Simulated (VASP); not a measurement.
# Si32O (a cell with a defect) in VASP: a series of runs

Runs on Si32O (a cell with a defect). Level: PBEsol. Tasks: single point.

All numbers are computed with VASP 6.6.1; they aren't measurements. Logs are shortened: lines on timing, memory, paths and dates and some standing lists are left out, and cuts for length are marked.

## Step 1: The cell of the first run

The cell holds a defect, 33 atoms: a = 9.412 Å, b = 9.412 Å, c = 9.412 Å, α = 109.47°, β = 109.47°, γ = 109.47°.

## Step 2: Single point, PBEsol

INCAR

```
PREC = Accurate
ENCUT = 520
EDIFF = 1E-7
ISMEAR = 0
SIGMA = 0.02
LREAL = Auto
LASPH = True
NELM = 60
ALGO = Normal
ISIF = 2
LWAVE = False
LCHARG = False
GGA = PS
NBANDS = 89
```

KPOINTS

```
Automatic mesh
0
Gamma
  2 2 2
  0.5 0.5 0.5
```

POSCAR

```
Si32O
1.0
   -5.4338342764      5.4338342764     -5.4338342764
    5.4338342764     -5.4338342764     -5.4338342764
   -5.4338342764     -5.4338342764      5.4338342764
Si O
32 1
Direct
    0.4993411396     -0.0019954602      0.2643034231
    0.2542253646      0.9986778624      0.5071024179
    1.0070677024      0.9979663943      0.7556391659
    0.7585916850      0.7552714697      0.2441794196
    0.7558188732      1.0145924074      1.0454714316
    0.5077419295      0.7462026432      0.5011913985
    0.2593705344      0.7483741302      0.7523314647
    0.0068094642      0.4950144526      0.2511261718
    1.0090544211      0.7471205954      1.0022970380
    0.7586833330      0.5102940868      0.4931313440
    0.5072178060      0.4961986073      0.7516715255
    0.2586146225      0.2476024169      0.2516474428
    0.2603515176      0.5010982782      0.0073478501
    1.0153927631      0.2547359617      0.5180408266
    0.7586290436      0.2656320430      0.7293025143
    0.5100786772      0.2465732173      0.0025990855
    0.7584441833      0.2607178335      0.4838359741
    0.5106274610      0.2468826673      0.7512386820
    0.2598764387      0.2492585219      0.0018649814
    0.0047587024     -0.0025182034      0.5056516928
    0.0205956778      0.2571026146      0.2750765710
    0.7557599829      0.0151043436      0.7205562041
    0.4939760514     -0.0042962297      0.0168190628
    0.2577331087      0.7477950731      0.5006349774
    0.2505027630     -0.0019919636      0.2581989860
    0.0092603119      0.7478732868      0.7522127640
    0.7581711717      0.7532327620     -0.0073910057
    0.5081939124      0.4970136855      0.5018900764
    0.5099793919      0.7490665510      0.2545384952
    0.2636273812      0.5037674800      0.7618981900
    0.0059913494      0.4947893814     -0.0007976872
    0.7583427816      0.5057624801      0.2440148949
   -0.2552701149      0.0808606736     -0.0988456719
```

Potentials or basis: VASP PAW PBE potentials, release 64 (Si, O).

Command:

```
cat potpaw_PBE.64/Si/POTCAR potpaw_PBE.64/O/POTCAR > POTCAR
mpirun -np 1 vasp_std > vasp.out
```

OUTCAR:

```text
PREC = Accurate
   ENCUT = 520
   EDIFF = 1E-7
   ISMEAR = 0
   LREAL = Auto
   LASPH = True
   NELM = 60
   ISIF = 2
   GGA = PS

 ion  position               nearest neighbor table
   1  0.499  0.998  0.264-  23 2.31  25 2.32  29 2.35  17 2.35
   2  0.254  0.999  0.507-  25 2.33  20 2.34  18 2.35  24 2.35
   3  0.007  0.998  0.756-  20 2.34  22 2.34  26 2.35  19 2.35
   4  0.759  0.755  0.244-  32 2.35  29 2.36  20 2.36  27 2.36
   5  0.756  0.015  0.045-  33 1.66  23 2.33  21 2.33  27 2.35  22 3.06
   6  0.508  0.746  0.501-  29 2.34  22 2.34  28 2.35  24 2.36
   7  0.259  0.748  0.752-  30 2.35  26 2.35  23 2.35  24 2.36
   8  0.007  0.495  0.251-  32 2.35  24 2.36  21 2.36  31 2.37
   9  0.009  0.747  0.002-  25 2.35  27 2.35  31 2.36  26 2.36
  10  0.759  0.510  0.493-  17 2.32  32 2.33  28 2.35  26 2.35
  11  0.507  0.496  0.752-  30 2.35  27 2.35  18 2.36  28 2.36
[... 8 lines left out ...]
  20  0.005  0.997  0.506-   2 2.34   3 2.34  14 2.35   4 2.36
  21  0.021  0.257  0.275-  14 2.31   5 2.33  12 2.35   8 2.36
  22  0.756  0.015  0.721-  33 1.66  15 2.32   6 2.34   3 2.34   5 3.06
  23  0.494  0.996  0.017-   1 2.31   5 2.33   7 2.35  16 2.37
  24  0.258  0.748  0.501-   2 2.35   6 2.36   7 2.36   8 2.36
  25  0.251  0.998  0.258-   1 2.32   2 2.33  12 2.35   9 2.35
  26  0.009  0.748  0.752-  10 2.35   3 2.35   7 2.35   9 2.36
  27  0.758  0.753  0.993-   5 2.35  11 2.35   9 2.35   4 2.36
  28  0.508  0.497  0.502-   6 2.35  10 2.35  12 2.35  11 2.36
  29  0.510  0.749  0.255-  13 2.34   6 2.34   1 2.35   4 2.36
  30  0.264  0.504  0.762-  14 2.33  13 2.33   7 2.35  11 2.35
  31  0.006  0.495  0.999-  13 2.35   9 2.36  15 2.36   8 2.37
  32  0.758  0.506  0.244-  10 2.33   4 2.35  16 2.35   8 2.35
  33  0.745  0.081  0.901-  22 1.66   5 1.66

  LATTYP: Found a body centered cubic cell.
 ALAT       =    10.8676685528

  Lattice vectors:

 A1 = (  -5.4338342764,   5.4338342764,  -5.4338342764)
 A2 = (   5.4338342764,  -5.4338342764,  -5.4338342764)
 A3 = (  -5.4338342764,  -5.4338342764,   5.4338342764)

Analysis of symmetry for initial positions (statically):
=====================================================================
 Subroutine PRICEL returns:
 Original cell was already a primitive cell.

 Routine SETGRP: Setting up the symmetry group for a
 body centered cubic supercell.

 Subroutine GETGRP returns: Found  1 space group operations
 (whereof  1 operations were pure point group operations)
 out of a pool of 48 trial point group operations.

The static configuration has the point symmetry C_1 .
[... 159 lines left out ...]
   NFREE  =      0    steps in history (QN), initial steepest desc. (CG)
   ISIF   =      2    stress and relaxation
   ISYM   =      2    0-nonsym 1-usesym 2-fastsym
   POTIM  = 0.5000    time-step for ionic-motion
   TEBEG  =    0.0;   TEEND  =   0.0 temperature during run
   PSTRESS=    0.0 pullay stress
   NELECT =     134.0000    total number of electrons
   NUPDOWN=      -1.0000    fix difference up-down
   EMIN   =  10.00;   EMAX   =-10.00  energy-range for DOS
   EFERMI =   0.00;   METHOD = LEGACY
   ISMEAR =     0;   SIGMA  =   0.02  broadening in eV -4-tet -1-fermi 0-gaus
   EFERMI_NEDOS =   21; number of points for ismear=-14 and -15
   IALGO  =     38    algorithm
   IMIX   =      4    mixing-type and parameters
     AMIX     =   0.40;   BMIX     =  1.00
     AMIX_MAG =   1.60;   BMIX_MAG =  1.00
  volume/ion in A,a.u.               =      19.45       131.24
  Fermi-wavevector in a.u.,A,eV,Ry     =   0.971218  1.835336 12.833891  0.943264
  Thomas-Fermi vector in A             =   2.101417
   LORBIT       =      0    0 simple, 1 ext, 2 COOP (PROOUT), +10 PAW based schemes
   GGA     = PS    functional components
   LHFCALC =     F    Hartree Fock is set to
   AEXX    =    0.0000 exact exchange contribution
   IVDW    =     0    specifies the selected vdW correction
   LEPSILON=     F    determine dielectric tensor
   LRPA    =     F    only Hartree local field effects (RPA)
 non-spin polarized calculation
 Gauss-broadening in eV      SIGMA  =   0.02
  energy-cutoff  :      520.00
  volume of cell :      641.77
 maximum number of plane-waves:     17304
 NGX is ok and might be reduce to    70
   NGX = 35   NGY = 35   NGZ = 35

 number of electron     134.0000002 magnetization

 Free energy of the ion-electron system (eV)
  ---------------------------------------------------
  ext. energy  EPLUGINS =         0.00000000
  ---------------------------------------------------
  free energy    TOTEN  =      -191.42245022 eV

  energy without entropy =     -191.42245022  energy(sigma->0) =     -191.42245022

 E-fermi :   5.3381     XC(G=0):  -9.6102

 val. band max:        5.2183534264   @ k =  -0.2500   0.2500   0.2500
 cond. band min:       6.4531738420   @ k =  -0.2500   0.2500   0.2500
 fundamental gap:      1.2348204156
 Fermi energy:         5.3381352422

 k-point     1 :       0.2500    0.2500    0.2500
  band No.  band energies     occupation
      1     -14.5693      2.00000
      2      -5.5410      2.00000
      3      -5.3656      2.00000
      4      -5.3645      2.00000
      5      -5.0405      2.00000
      6      -4.4541      2.00000
[... 317 lines left out ...]
     78       8.1295      0.00000
     79       8.1638      0.00000
 [bands above 79 left out]

------------------------ aborting loop because EDIFF is reached ----------------------------------------

  FORCE on cell =-STRESS in cart. coord.  units (eV):
  Direction    XX          YY          ZZ          XY          YZ          ZX
  --------------------------------------------------------------------------------------
  -------------------------------------------------------------------------------------
  Total        5.4516147      4.9815125      5.6661387      3.4955659     -3.4765470     -3.2237391
  in kB       13.6099515     12.4363417     14.1455106      8.7266773     -8.6791967     -8.0480619
  external PRESSURE =      13.3972679 kB  Pullay stress =       0.0000000 kB

 VOLUME and BASIS-vectors are now :
 -----------------------------------------------------------------------------
  energy-cutoff  :      520.00
  volume of cell :      641.77
      direct lattice vectors                 reciprocal lattice vectors
    -5.433834276  5.433834276 -5.433834276    -0.092016056  0.000000000 -0.092016056
     5.433834276 -5.433834276 -5.433834276     0.000000000 -0.092016056 -0.092016056
    -5.433834276 -5.433834276  5.433834276    -0.092016056 -0.092016056  0.000000000

 POSITION                                       TOTAL-FORCE (eV/Angst)
 -----------------------------------------------------------------------------------
      1.27347     -4.14584     -6.70015         0.028394      0.017205     -0.053972
      1.28972     -6.80074     -4.05256         0.014275      0.009850     -0.049996
      1.27836     -9.49040     -1.35517         0.015899      0.019679     -0.069642
     -1.34487     -1.30879     -6.89925        -0.054318     -0.034642      0.066360
     -4.27479      3.78062     -3.93920        -0.052251      0.042799      0.049414
     -1.42764     -4.01915     -4.09034         0.061877      0.009511     -0.021694
[... 25 lines left out ...]
     -2.69842      0.04654     -5.54300        -0.041823     -0.024708      0.051371
     -8.50408     -1.28937      0.41060        -0.219805      0.346239      0.133421
 -----------------------------------------------------------------------------------
    total drift:                                0.009937      0.003706      0.001921

  FREE ENERGIE OF THE ION-ELECTRON SYSTEM (eV)
  ---------------------------------------------------
  free  energy   TOTEN  =      -191.4224502166 eV

  energy  without entropy=     -191.4224502166  energy(sigma->0) =     -191.42245022
```

It took 6.5 min on 1 thread of AMD EPYC 9R45 (Zen 5), shared host; peak memory 0.68 GiB.

Results:

```
Free energy            : -191.4225 eV
Pressure               : 1.3 GPa
Largest force          : 0.431 eV/Å
Band gap on the k mesh : 1.23 eV
```

Forces in eV/Å, atoms in the order of the input:
```
Si   0.028  0.017 -0.054
Si   0.014  0.010 -0.050
Si   0.016  0.020 -0.070
Si  -0.054 -0.035  0.066
Si  -0.052  0.043  0.049
Si   0.062  0.010 -0.022
Si   0.021 -0.028 -0.006
Si   0.018 -0.032 -0.017
Si   0.024 -0.039 -0.007
Si  -0.043 -0.024  0.050
Si   0.013 -0.032 -0.018
Si   0.016 -0.028 -0.009
Si   0.037 -0.002 -0.013
Si   0.043 -0.003 -0.012
Si  -0.082 -0.051  0.086
Si   0.019 -0.025 -0.010
Si  -0.056 -0.035  0.065
Si   0.018 -0.037 -0.004
Si   0.019 -0.028 -0.004
Si   0.023  0.021 -0.059
Si   0.058  0.002 -0.032
Si   0.009  0.106 -0.011
Si   0.021  0.017 -0.059
Si   0.013 -0.033 -0.017
Si   0.010  0.013 -0.048
Si   0.024 -0.035 -0.005
Si  -0.072 -0.046  0.076
Si   0.020 -0.033 -0.020
Si   0.045  0.001 -0.008
Si   0.039 -0.002 -0.008
Si   0.012 -0.033 -0.017
Si  -0.042 -0.025  0.051
O   -0.220  0.346  0.133
```

Caveat: the PAW data sets were made with another functional, which shifts forces and pressure a little.

[end of part 1 of 2]
